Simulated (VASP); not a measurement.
Here is a VASP 6.6.1 calculation.

INCAR

```
PREC     = Accurate       # precision mode
ENCUT    = 520            # plane-wave cutoff, eV
EDIFF    = 1E-6           # SCF threshold, eV
ISMEAR   = -1             # smearing method
SIGMA    = 0.05           # smearing width, eV
LREAL    = False          # projectors in reciprocal space
LASPH    = True           # aspherical terms in the spheres
NELM     = 150            # most SCF steps
ALGO     = Normal         # electronic algorithm
ISIF     = 2              # what is computed and relaxed
LWAVE    = False          # write WAVECAR
LCHARG   = True           # write CHGCAR
LNONCOLLINEAR= True           # non-collinear magnetism
MAGMOM   = 0 0 0          # initial moments
LORBIT   = 11             # projections on sites
LSORBIT  = True           # spin-orbit coupling
GGA_COMPAT= False        
LORBMOM  = True         
LMAXMIX  = 4              # l up to which the mixer works
GGA      = PS             # functional
IVDW     = 12             # dispersion correction
LVHAR    = True         
NBANDS   = 25             # bands
```

KPOINTS

```
regular mesh
0
Gamma
  12 12 12
```

File POSCAR:

```
Ru
1.0
    0.0000000000      1.9150000000      1.9150000000
    1.9150000000      0.0000000000      1.9150000000
    1.9150000000      1.9150000000      0.0000000000
Ru
1
Direct
    0.0000000000      0.0000000000      0.0000000000
```

Potentials or basis: VASP PAW PBE potentials, release 64 (Ru_pv).

The run is started by

```sh
$ cat potpaw_PBE.64/Ru_pv/POTCAR > POTCAR
$ mpirun -np 1 vasp_ncl > vasp.out
```

**Question.** What does it give for the dispersion energy per atom?

**Answer.** -0.574 eV.

**Question.** What does it give for the pressure?

**Answer.** -21.4 GPa.

**Question.** What does it give for the net moment?

**Answer.** 0.00 μB per cell.

Moments on the atoms (μB; x, y, z):
```
Ru  0.00 0.00 0.00
```

Caveat: three body term missing; the cell stands under tension; the PAW data sets were made with another functional, which shifts forces and pressure a little.
